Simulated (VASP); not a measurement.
Set up this calculation in VASP 6.6.1, as the native input.

```yaml
Task: single point
Functional: r2SCAN
Potentials_or_basis: VASP PAW PBE potentials, release 64 (Sn_d)
Cutoff: 520 eV
k_mesh: 16 × 16 × 16
Occupations: gaussian, width 0.15 eV
Spin: no spin polarisation
Dipole_correction: no
Further_INCAR_settings: ALGO = Normal; EDIFF = 1e-06; NBANDS = 21
```

Crystal: Sn.

```
Sn
1.0
    -2.85194    2.85194    1.62329
     2.85194   -2.85194    1.62329
     2.85194    2.85194   -1.62329
Sn
2
Direct
  0.75000 0.25000 0.50000
  0.00000 0.00000 0.00000
```

This cell differs from its parent crystal: strain -0.030 along x and y, +0.015 along z.

These files were run (other wordings do the same):

POSCAR

```
Sn
1.0
   -2.8519362416      2.8519362416      1.6232915187
    2.8519362416     -2.8519362416      1.6232915187
    2.8519362416      2.8519362416     -1.6232915187
Sn
2
Direct
    0.7500000000      0.2500000000      0.5000000000
    0.0000000000      0.0000000000      0.0000000000
```

INCAR.step1

```
SYSTEM = Sn
  PREC = Accurate
  ENCUT = 520
  ISMEAR = 0
  SIGMA = 0.15
  LREAL = .FALSE.
  LASPH = .TRUE.
  NELM = 60
  NBANDS = 21
  GGA = PE
  ALGO = Normal
  EDIFF = 1E-4
  LWAVE = .TRUE.
  LCHARG = .FALSE.
```

INCAR.step2

```
SYSTEM = Sn
  PREC = Accurate
  ENCUT = 520
  EDIFF = 1E-6
  ISMEAR = 0
  SIGMA = 0.15
  LREAL = .FALSE.
  LASPH = .TRUE.
  NELM = 60
  ALGO = Normal
  ISIF = 2
  LWAVE = .FALSE.
  LCHARG = .FALSE.
  METAGGA = R2SCAN
  LMIXTAU = .TRUE.
  NBANDS = 21
  ISTART = 1
```

KPOINTS

```
Automatic mesh
0
G
  16 16 16
  0 0 0
```

Potentials or basis: VASP PAW PBE potentials, release 64 (Sn_d).

Run with:

```bash
$ cat potpaw_PBE.64/Sn_d/POTCAR > POTCAR
$ cp INCAR.step1 INCAR
$ mpirun -np 1 vasp_std > vasp.out
$ cp INCAR.step2 INCAR
$ mpirun -np 1 vasp_std > vasp.out
```

It gave:

```json
{"Pressure": "2.9 GPa", "Band gap on the k mesh": "zero (band 14 reaches 10.38 eV, above the bottom of band 15 at 5.21 eV)"}
```

Caveat: the cell differs from its parent crystal (strain -0.030 along x and y, +0.015 along z); the PAW data sets were made with another functional, which shifts forces and pressure a little; spin-orbit coupling is left out, which moves the levels of the heavy elements.

Wall time 12 min on 1 thread of Intel Xeon 6975P-C, with other jobs on the host, peak memory 0.41 GiB.
